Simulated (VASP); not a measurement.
Set up this calculation in VASP 6.6.1, as the native input.

```yaml
Task: single point
Functional: PBE
Potentials_or_basis: VASP PAW PBE potentials, release 64 (Ru_pv)
Cutoff: 500 eV
k_mesh: 9 × 9 × 6
Occupations: gaussian, width 0.1 eV
Spin: no spin polarisation
Dipole_correction: no
Further_INCAR_settings: ALGO = Normal; EDIFF = 1e-06; NBANDS = 21
```

The structure of Ru lies in POSCAR:

```
Ru
1.0
    2.7183121662      0.0000000000      0.0000000000
   -1.3591560831      2.3541273913      0.0000000000
    0.0000000000      0.0000000000      4.2981025959
Ru
2
Direct
    0.3333333333      0.6666666667      0.2500000000
    0.6666666667      0.3333333333      0.7500000000
```

These files were run (other wordings do the same):

INCAR

```
PREC = Accurate
ENCUT = 500
EDIFF = 1E-6
ISMEAR = 0
SIGMA = 0.1
LREAL = F
LASPH = T
NELM = 120
ALGO = Normal
ISIF = 2
LWAVE = F
LCHARG = F
GGA = PE
NBANDS = 21
GGA_COMPAT = F
```

KPOINTS

```
regular mesh
0
Gamma
  9 9 6
```

Potentials or basis: VASP PAW PBE potentials, release 64 (Ru_pv).

Run with:

```console
$ cat potpaw_PBE.64/Ru_pv/POTCAR > POTCAR
$ mpirun -np 1 vasp_std > vasp.out
```

It gave:

The pressure is 0.0 GPa and the band gap on the k mesh is zero (band 14 reaches 14.03 eV, above the bottom of band 15 at 11.05 eV).

Run time: 32 s on 1 thread of Intel Xeon 8259CL, on a shared host, peak memory 0.15 GiB.
